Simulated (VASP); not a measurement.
# Ge (Fd-3m) in VASP: a series of runs

Ge is run at these levels: PBE; tasks: single point.

All numbers are computed with VASP 6.6.1; they aren't measurements. Logs are shortened: lines on timing, memory, paths and dates and some standing lists are left out, and cuts for length are marked.

## (1) The cell of the first run

The structure is cubic, space group Fd-3m (No. 227). Conventional cell: a = 5.922 Å, b = 5.922 Å, c = 5.922 Å, α = 90.00°, β = 90.00°, γ = 90.00°. Within 3.4 Å of Ge (site symmetry -43m) lie 4 Ge at 2.56 Å.

## (2) Single point, PBE (volume scaled by 1.08)

Input file INCAR:

```
PREC = Accurate ; ENCUT = 520
EDIFF = 1E-6 ; ISMEAR = -1
SIGMA = 0.05 ; LREAL = F
LASPH = T ; NELM = 100
ALGO = Normal ; ISIF = 2
LWAVE = F ; LCHARG = T
GGA = PE ; LELF = T
LVHAR = T ; NBANDS = 21
```

Input file KPOINTS:

```
Automatic mesh
0
Gamma
  9 9 9
```

Input file POSCAR:

```
Ge
1.0
    0.0000000000      2.9609697198      2.9609697198
    2.9609697198      0.0000000000      2.9609697198
    2.9609697198      2.9609697198      0.0000000000
Ge
2
Direct
    0.5000000000      0.5000000000      0.5000000000
    0.7500000000      0.7500000000      0.7500000000
```

Potentials or basis: VASP PAW PBE potentials, release 64 (Ge_d).

Command:

```console
> cat potpaw_PBE.64/Ge_d/POTCAR > POTCAR
> mpirun -np 1 vasp_std > vasp.out
```

OUTCAR:

```text
PREC = Accurate
   ENCUT = 520
   EDIFF = 1E-6
   ISMEAR = -1
   LREAL = F
   LASPH = T
   NELM = 100
   ISIF = 2
   GGA = PE

 ion  position               nearest neighbor table
   1  0.500  0.500  0.500-   2 2.56   2 2.56   2 2.56   2 2.56
   2  0.750  0.750  0.750-   1 2.56   1 2.56   1 2.56   1 2.56

  LATTYP: Found a face centered cubic cell.
 ALAT       =     5.9219394396

  Lattice vectors:

 A1 = (   0.0000000000,   2.9609697198,   2.9609697198)
 A2 = (   2.9609697198,   0.0000000000,   2.9609697198)
 A3 = (   2.9609697198,   2.9609697198,   0.0000000000)

Analysis of symmetry for initial positions (statically):
=====================================================================
 Subroutine PRICEL returns:
 Original cell was already a primitive cell.

 Routine SETGRP: Setting up the symmetry group for a
 face centered cubic supercell.

 Subroutine GETGRP returns: Found 48 space group operations
 (whereof 24 operations were pure point group operations)
 out of a pool of 48 trial point group operations.

The static configuration has the point symmetry T_d .
 The point group associated with its full space group is O_h .

Analysis of symmetry for dynamics (positions and initial velocities):
=====================================================================
 Subroutine PRICEL returns:
 Original cell was already a primitive cell.

 Routine SETGRP: Setting up the symmetry group for a
 face centered cubic supercell.

 Subroutine GETGRP returns: Found 48 space group operations
 (whereof 24 operations were pure point group operations)
 out of a pool of 48 trial point group operations.

The dynamic configuration has the point symmetry T_d .
 The point group associated with its full space group is O_h .

 Subroutine INISYM returns: Found 48 space group operations
 (whereof 24 operations are pure point group operations),
 and found     1 'primitive' translations

----------------------------------------------------------------------------------------

                                     Primitive cell

  volume of cell :      51.9197

  direct lattice vectors                    reciprocal lattice vectors
     0.000000000  2.960969720  2.960969720    -0.168863598  0.168863598  0.168863598
     2.960969720  0.000000000  2.960969720     0.168863598 -0.168863598  0.168863598
     2.960969720  2.960969720  0.000000000     0.168863598  0.168863598 -0.168863598

  length of vectors
     4.187443536  4.187443536  4.187443536     0.292480331  0.292480331  0.292480331

  position of ions in fractional coordinates (direct lattice)
     0.500000000  0.500000000  0.500000000
     0.750000000  0.750000000  0.750000000

  ion indices of the primitive-cell ions
   primitive index   ion index
                 1           1
                 2           2

----------------------------------------------------------------------------------------

 KPOINTS: Automatic mesh

Automatic generation of k-mesh.
 Grid dimensions read from file:
 generate k-points for:    9    9    9

 Generating k-lattice:

  Cartesian coordinates                     Fractional coordinates (reciprocal lattice)
    -0.018762622  0.018762622  0.018762622     0.111111111  0.000000000  0.000000000
     0.018762622 -0.018762622  0.018762622     0.000000000  0.111111111  0.000000000
     0.018762622  0.018762622 -0.018762622     0.000000000  0.000000000  0.111111111

  Length of vectors
     0.032497815  0.032497815  0.032497815

  Shift w.r.t. Gamma in fractional coordinates (k-lattice)
     0.000000000  0.000000000  0.000000000

 Subroutine IBZKPT returns following result:
 ===========================================

 Found     35 irreducible k-points:

 Following reciprocal coordinates:
            Coordinates               Weight
  0.000000  0.000000  0.000000      1.000000
  0.111111  0.000000  0.000000      8.000000
  0.222222  0.000000  0.000000      8.000000
  0.333333  0.000000  0.000000      8.000000
  0.444444  0.000000  0.000000      8.000000
  0.111111  0.111111  0.000000      6.000000
[... 16 lines left out ...]
 -0.333333  0.333333  0.000000     12.000000
  0.444444  0.444444  0.000000      6.000000
 [... further k-points ...]
   k-points           NKPTS =     35   k-points in BZ     NKDIM =     35   number of bands    NBANDS=     21
   number of dos      NEDOS =    301   number of ions     NIONS =      2
   total plane-waves  NPLWV =  32768
   dimension x,y,z NGX =    32 NGY =   32 NGZ =   32
   dimension x,y,z NGXF=    64 NGYF=   64 NGZF=   64
   ions per type =               2
   NGX,Y,Z   is equivalent  to a cutoff of  12.70, 12.70, 12.70 a.u.
   NGXF,Y,Z  is equivalent  to a cutoff of  25.41, 25.41, 25.41 a.u.
 SYSTEM =  unknown system
   PREC   = accura    normal or accurate (medium, high low for compatibility)
   ISTART =      0    job   : 0-new  1-cont  2-samecut
   ICHARG =      2    charge: 1-file 2-atom 10-const
   ISPIN  =      1    spin polarized calculation?
   LNONCOLLINEAR =      F non collinear calculations
   LSORBIT =      F    spin-orbit coupling
   LASPH  =      T    aspherical Exc in radial PAW
   ENCUT  =  520.0 eV  38.22 Ry    6.18 a.u.   7.79  7.79  7.79*2*pi/ulx,y,z
   NELM   =    100;   NELMIN=  2; NELMDL= -5     # of ELM steps
   EDIFF  = 0.1E-05   stopping-criterion for ELM
   LREAL  =      F    real-space projection
   EDIFFG = 0.1E-04   stopping-criterion for IOM
   NSW    =      0    number of steps for IOM
   IBRION =     -1    ionic relax: 0-MD 1-quasi-New 2-CG
   NFREE  =      0    steps in history (QN), initial steepest desc. (CG)
   ISIF   =      2    stress and relaxation
   ISYM   =      2    0-nonsym 1-usesym 2-fastsym
   POTIM  = 0.5000    time-step for ionic-motion
   TEBEG  =    0.0;   TEEND  =   0.0 temperature during run
   PSTRESS=    0.0 pullay stress
   NELECT =      28.0000    total number of electrons
   NUPDOWN=      -1.0000    fix difference up-down
   EMIN   =  10.00;   EMAX   =-10.00  energy-range for DOS
   EFERMI =   0.00;   METHOD = LEGACY
   ISMEAR =    -1;   SIGMA  =   0.05  broadening in eV -4-tet -1-fermi 0-gaus
   EFERMI_NEDOS =   21; number of points for ismear=-14 and -15
   IALGO  =     38    algorithm
   IMIX   =      4    mixing-type and parameters
     AMIX     =   0.40;   BMIX     =  1.00
     AMIX_MAG =   1.60;   BMIX_MAG =  1.00
  volume/ion in A,a.u.               =      25.96       175.19
  Fermi-wavevector in a.u.,A,eV,Ry     =   1.332550  2.518155 24.159726  1.775690
  Thomas-Fermi vector in A             =   2.461476
   LORBIT       =      0    0 simple, 1 ext, 2 COOP (PROOUT), +10 PAW based schemes
   GGA     = PE    functional components
   LHFCALC =     F    Hartree Fock is set to
   AEXX    =    0.0000 exact exchange contribution
   IVDW    =     0    specifies the selected vdW correction
   LEPSILON=     F    determine dielectric tensor
   LRPA    =     F    only Hartree local field effects (RPA)
 non-spin polarized calculation
  energy-cutoff  :      520.00
  volume of cell :       51.92
 maximum number of plane-waves:      1420
   NGX = 15   NGY = 15   NGZ = 15

 number of electron      27.9999999 magnetization

 Free energy of the ion-electron system (eV)
  ---------------------------------------------------
  ext. energy  EPLUGINS =         0.00000000
  ---------------------------------------------------
  free energy    TOTEN  =        -8.97687524 eV

  energy without entropy =       -8.97445075  energy(sigma->0) =       -8.97566300

 E-fermi :   3.6073     XC(G=0):  -9.2929

 val. band max:        3.5807844899   @ k =   0.4444   0.0000   0.0000
 cond. band min:       3.7504794152   @ k =   0.0000   0.0000   0.0000
 fundamental gap:      0.1696949252
 Fermi energy:         3.6072594996

 k-point     1 :       0.0000    0.0000    0.0000
  band No.  band energies     occupation
      1     -20.9177      2.00000
      2     -20.9177      2.00000
      3     -20.9177      2.00000
      4     -20.8910      2.00000
      5     -20.8910      2.00000
      6     -20.7439      2.00000
[... 13 lines left out ...]
     20      12.8737      0.00000
     21      12.8737      0.00000

 k-point     2 :       0.1111    0.0000    0.0000
  band No.  band energies     occupation
      1     -20.9222      2.00000
      2     -20.9222      2.00000
      3     -20.9162      2.00000
      4     -20.8848      2.00000
      5     -20.8848      2.00000
      6     -20.7531      2.00000
[... 13 lines left out ...]
     20      12.2015      0.00000
     21      12.2015      0.00000

 k-point     3 :       0.2222    0.0000    0.0000
  band No.  band energies     occupation
      1     -20.9289      2.00000
      2     -20.9289      2.00000
      3     -20.9124      2.00000
      4     -20.8742      2.00000
      5     -20.8742      2.00000
      6     -20.7628      2.00000
[... 13 lines left out ...]
     20      11.8174      0.00000
     21      11.8174      0.00000

 k-point     4 :       0.3333    0.0000    0.0000
  band No.  band energies     occupation
      1     -20.9331      2.00000
      2     -20.9331      2.00000
      3     -20.9079      2.00000
      4     -20.8661      2.00000
      5     -20.8661      2.00000
      6     -20.7692      2.00000
[... 13 lines left out ...]
     20      12.3872      0.00000
     21      12.3872      0.00000

 k-point     5 :       0.4444    0.0000    0.0000
  band No.  band energies     occupation
      1     -20.9349      2.00000
      2     -20.9349      2.00000
      3     -20.9049      2.00000
      4     -20.8624      2.00000
      5     -20.8624      2.00000
      6     -20.7718      2.00000
[... 13 lines left out ...]
     20      13.7563      0.00000
     21      13.7563      0.00000
[... 382 lines left out ...]
     20      14.4453      0.00000
     21      15.3218      0.00000

 k-point    22 :      -0.4444    0.3333    0.0000
  band No.  band energies     occupation
      1     -20.9515      2.00000
      2     -20.9419      2.00000
      3     -20.8816      2.00000
      4     -20.8395      2.00000
      5     -20.8290      2.00000
      6     -20.8100      2.00000
[... 13 lines left out ...]
     20      13.8128      0.00000
     21      15.3304      0.00000

 k-point    23 :      -0.3333    0.3333    0.0000
  band No.  band energies     occupation
      1     -20.9538      2.00000
      2     -20.9425      2.00000
      3     -20.8779      2.00000
      4     -20.8308      2.00000
      5     -20.8275      2.00000
      6     -20.8164      2.00000
[... 13 lines left out ...]
     20      12.3895      0.00000
     21      16.0999      0.00000

 k-point    24 :       0.4444    0.4444    0.0000
  band No.  band energies     occupation
      1     -20.9415      2.00000
      2     -20.9415      2.00000
      3     -20.8918      2.00000
      4     -20.8637      2.00000
      5     -20.8270      2.00000
      6     -20.8008      2.00000
[... 13 lines left out ...]
     20      14.8294      0.00000
     21      15.9949      0.00000

 [... further k-points ...]
[... 5 lines left out ...]
  --------------------------------------------------------------------------------------
  -------------------------------------------------------------------------------------
  Total       -1.2973713     -1.2973713     -1.2973713      0.0000000      0.0000000      0.0000000
  in kB      -40.0352901    -40.0352901    -40.0352901      0.0000000      0.0000000      0.0000000
  external PRESSURE =     -40.0352901 kB  Pullay stress =       0.0000000 kB

 VOLUME and BASIS-vectors are now :
 -----------------------------------------------------------------------------
  energy-cutoff  :      520.00
  volume of cell :       51.92
      direct lattice vectors                 reciprocal lattice vectors
     0.000000000  2.960969720  2.960969720    -0.168863598  0.168863598  0.168863598
     2.960969720  0.000000000  2.960969720     0.168863598 -0.168863598  0.168863598
     2.960969720  2.960969720  0.000000000     0.168863598  0.168863598 -0.168863598

 POSITION                                       TOTAL-FORCE (eV/Angst)
 -----------------------------------------------------------------------------------
      2.96097      2.96097      2.96097         0.000000      0.000000      0.000000
      4.44145      4.44145      4.44145        -0.000000     -0.000000     -0.000000
 -----------------------------------------------------------------------------------
    total drift:                               -0.000000     -0.000000      0.000000

  FREE ENERGIE OF THE ION-ELECTRON SYSTEM (eV)
  ---------------------------------------------------
  free  energy   TOTEN  =        -8.9768752442 eV

  energy  without entropy=       -8.9744507467  energy(sigma->0) =       -8.97566300
```

Run time: 24 s. Hardware: 1 thread of Intel Xeon Platinum 8259CL at 2.50GHz (Skylake/Cascade Lake), shared host; peak memory 0.18 GiB.

Results:

| Quantity | Value |
| --- | --- |
| Free energy | -8.9769 eV |
| Pressure | -4.0 GPa |
| Band gap on the k mesh | zero (band 14 reaches 3.75 eV, above the bottom of band 15 at 3.58 eV) |

Levels at points of the mesh, in eV from the Fermi level:
```csv
k point,band 11,band 12,band 13,band 14,band 15,band 16,band 17,band 18
"(0.00, 0.00, 0.00)",-11.66,-1.01,0.14,0.14,0.14,2.63,2.63,2.63
```

Caveat: the cell differs from its parent crystal (volume scaled by 1.08).

## (3) Single point, PBE (volume scaled by 1.12)

Input file INCAR:

```
SYSTEM = Ge
  PREC = Accurate
  ENCUT = 520
  EDIFF = 1E-6
  ISMEAR = -1
  SIGMA = 0.05
  LREAL = .FALSE.
  LASPH = .TRUE.
  NELM = 60
  ALGO = Normal
  ISIF = 2
  LWAVE = .FALSE.
  LCHARG = .TRUE.
  GGA = PE
  LELF = .TRUE.
  LVHAR = .TRUE.
  NBANDS = 21
```

Input file KPOINTS:

```
Automatic mesh
0
G
  9 9 9
  0 0 0
```

Input file POSCAR:

```
Ge
1.0
    0.0000000000      2.9970826658      2.9970826658
    2.9970826658      0.0000000000      2.9970826658
    2.9970826658      2.9970826658      0.0000000000
Ge
2
Direct
    0.5000000000      0.5000000000      0.5000000000
    0.7500000000      0.7500000000      0.7500000000
```

Potentials or basis: VASP PAW PBE potentials, release 64 (Ge_d).

Command:

```console
> cat potpaw_PBE.64/Ge_d/POTCAR > POTCAR
> mpirun -np 1 vasp_std > vasp.out
```

Run time: 22 s. Hardware: 1 thread of Intel Xeon Platinum 8259CL at 2.50GHz (Skylake/Cascade Lake), shared host; peak memory 0.18 GiB.

It converged, with:

* Free energy: -8.9220 eV
* Pressure: -5.2 GPa
* Band gap on the k mesh: zero (band 14 reaches 3.45 eV, above the bottom of band 15 at 3.19 eV)

Levels at points of the mesh, in eV from the Fermi level:
| k point | band 12 | band 13 | band 14 | band 15 | band 16 | band 17 |
| --- | --- | --- | --- | --- | --- | --- |
| (0.00, 0.00, 0.00) | -1.28 | 0.17 | 0.17 | 0.17 | 2.62 | 2.62 |

Caveat: the cell differs from its parent crystal (volume scaled by 1.12).

## (4) Single point, PBE, non-collinear spin, zero start, spin-orbit coupling

This run uses another cell than the first one, of 24.04 Å³/atom, 0.926 times its volume.

Input file INCAR:

```
SYSTEM = Ge
PREC     = Accurate       ! precision mode
ENCUT    = 520            ! plane-wave cutoff, eV
EDIFF    = 1E-7           ! SCF threshold, eV
ISMEAR   = -1             ! smearing method
SIGMA    = 0.05           ! smearing width, eV
LREAL    = .False.        ! projectors in reciprocal space
LASPH    = .True.         ! aspherical terms in the spheres
NELM     = 150            ! most SCF steps
ALGO     = Normal         ! electronic algorithm
ISIF     = 2              ! what is computed and relaxed
LWAVE    = .False.        ! write WAVECAR
LCHARG   = .False.        ! write CHGCAR
MAGMOM   = 0 0 0 0 0 0    ! initial moments
LORBIT   = 11             ! projections on sites
LSORBIT  = .True.         ! spin-orbit coupling
GGA_COMPAT= .False.      
LORBMOM  = .True.       
GGA      = PE             ! functional
NBANDS   = 40             ! bands
```

Input file KPOINTS:

```
Automatic mesh
0
Gamma
  7 7 7
  0 0 0
```

Input file POSCAR:

```
Ge
1.0
    0.0000000000      2.8859759944      2.8859759944
    2.8859759944      0.0000000000      2.8859759944
    2.8859759944      2.8859759944      0.0000000000
Ge
2
Direct
    0.5000000000      0.5000000000      0.5000000000
    0.7500000000      0.7500000000      0.7500000000
```

Command:

```console
> cat potpaw_PBE.64/Ge_d/POTCAR > POTCAR
> mpirun -np 1 vasp_ncl > vasp.out
```

It took 84 s on 1 thread of Intel Xeon Platinum 8259CL at 2.50GHz (Skylake/Cascade Lake), shared host; peak memory 0.29 GiB.

It converged, with:

| Property | Result |
| --- | --- |
| Free energy | -9.0349 eV |
| Pressure | -0.3 GPa |
| Net moment | 0.00 μB per cell |
| Valence electrons inside the program's atomic spheres | Ge 12.36 |

Moments on the atoms (μB; x, y, z):
```
Ge  0.00 0.00 0.00
Ge  0.00 0.00 0.00
```

## (5) The runs side by side

| spin | cell | k mesh | gap on the mesh (eV) | pressure (GPa) |
| --- | --- | --- | --- | --- |
| off | a = 4.187 Å, angles 60.0°, 2 atoms | 9 × 9 × 9 | none | -4.0 |
| off | a = 4.239 Å, angles 60.0°, 2 atoms | 9 × 9 × 9 | none | -5.2 |
| non-collinear, zero start, SOC | a = 4.081 Å, angles 60.0°, 2 atoms | 7 × 7 × 7 | - | -0.3 |

Alike in all rows: task single point; level PBE; potentials or basis VASP PAW PBE potentials, release 64 (Ge_d); cutoff (eV) 520; smearing fermi-dirac 0.05 eV.

Absolute energies hang on the potentials; compare differences alone.
